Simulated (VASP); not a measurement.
Input of a VASP 6.6.1 run:

File INCAR:

```
SYSTEM = GaAs
PREC = Accurate
ENCUT = 520
EDIFF = 1E-6
ISMEAR = 0
SIGMA = 0.05
LREAL = .False.
LASPH = .True.
NELM = 100
ALGO = Normal
ISIF = 2
LWAVE = .False.
LCHARG = .False.
LDIPOL = .True.
IDIPOL = 3
DIPOL = 0.5 0.5 0.500
GGA = PS
NBANDS = 46
```

File KPOINTS:

```
Automatic mesh
0
Gamma
  7 5 1
  0 0 0
```

File POSCAR:

```
GaAs
1.0
    4.0010046533      0.0000000000      0.0000000000
    0.0000000000      5.6582750437      0.0000000000
    0.0000000000      0.0000000000     23.0015069799
Ga As
4 4
Direct
    0.5000000000      0.5000000000      0.3695410047
    0.0000000000      0.0000000000      0.4565136682
    0.5000000000      0.5052458600      0.5484471202
    0.0000000000     -0.0621054565      0.6124143912
    0.0000000000      0.2500000000      0.3695410047
    0.5000000000      0.7500000000      0.4565136682
    0.0000000000      0.2576007517      0.5435696536
    0.5000000000      0.7252139246      0.6406557102
```

Potentials or basis: VASP PAW PBE potentials, release 64 (Ga_d, As).

Command:

```bash
$ cat potpaw_PBE.64/Ga_d/POTCAR potpaw_PBE.64/As/POTCAR > POTCAR
$ mpirun -np 1 vasp_std > vasp.out
```

Problem. What does it give for the band gap on the k mesh?

Solution. 0.62 eV (least direct gap 0.69 eV).

Problem. Predict the largest force.

Solution. 1.638 eV/Å.

Forces in eV/Å, atoms in the order of the input:
```
Ga   0.000 -0.981  1.311
Ga   0.000  0.367  0.205
Ga   0.000 -0.015 -0.009
Ga   0.000  0.016 -0.001
As   0.000  0.192 -1.341
As   0.000  0.436 -0.215
As   0.000  0.002  0.019
As   0.000 -0.016  0.031
```

Caveat: the PAW data sets were made with another functional, which shifts forces and pressure a little.
